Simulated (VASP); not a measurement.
Wanted: the native input for a VASP 6.6.1 run.

```yaml
Task: single point
Functional: revPBE
Dispersion: D3(BJ)
Potentials_or_basis: VASP PAW PBE potentials, release 64 (Cd, S)
Cutoff: 520 eV
k_mesh: 8 × 8 × 8
Occupations: fermi-dirac, width 0.05 eV
Spin: no spin polarisation
Dipole_correction: no
Further_INCAR_settings: ALGO = Normal; EDIFF = 1e-06; NBANDS = 16
```

The structure of CdS (Hawleyite) lies in POSCAR:

```
CdS
1.0
    0.0000000000      2.8569628861      2.8569628861
    2.8569628861      0.0000000000      2.8569628861
    2.8569628861      2.8569628861      0.0000000000
Cd S
1 1
Direct
    0.0000000000      0.0000000000      0.0000000000
    0.7500000000      0.7500000000      0.7500000000
```

One way to write it, as run:

INCAR

```
  PREC = Accurate
  ENCUT = 520
  EDIFF = 1E-6
  ISMEAR = -1
  SIGMA = 0.05
  LREAL = F
  LASPH = T
  NELM = 80
  ALGO = Normal
  ISIF = 2
  LWAVE = F
  LCHARG = F
  GGA = RE
  IVDW = 12
  NBANDS = 16
```

KPOINTS

```
regular mesh
0
Gamma
  8 8 8
```

Potentials or basis: VASP PAW PBE potentials, release 64 (Cd, S).

Launch:

```console
$ cat potpaw_PBE.64/Cd/POTCAR potpaw_PBE.64/S/POTCAR > POTCAR
$ mpirun -np 1 vasp_std > vasp.out
```

It gave:

```
Pressure                   : 4.7 GPa
Band gap on the k mesh     : 1.42 eV, direct
Dispersion energy per atom : -0.635 eV
```

Caveat: the PAW data sets were made with another functional, which shifts forces and pressure a little.

Run time: 48 s on 1 thread of Intel Xeon 6975P-C (shared host), peak memory 0.18 GiB.
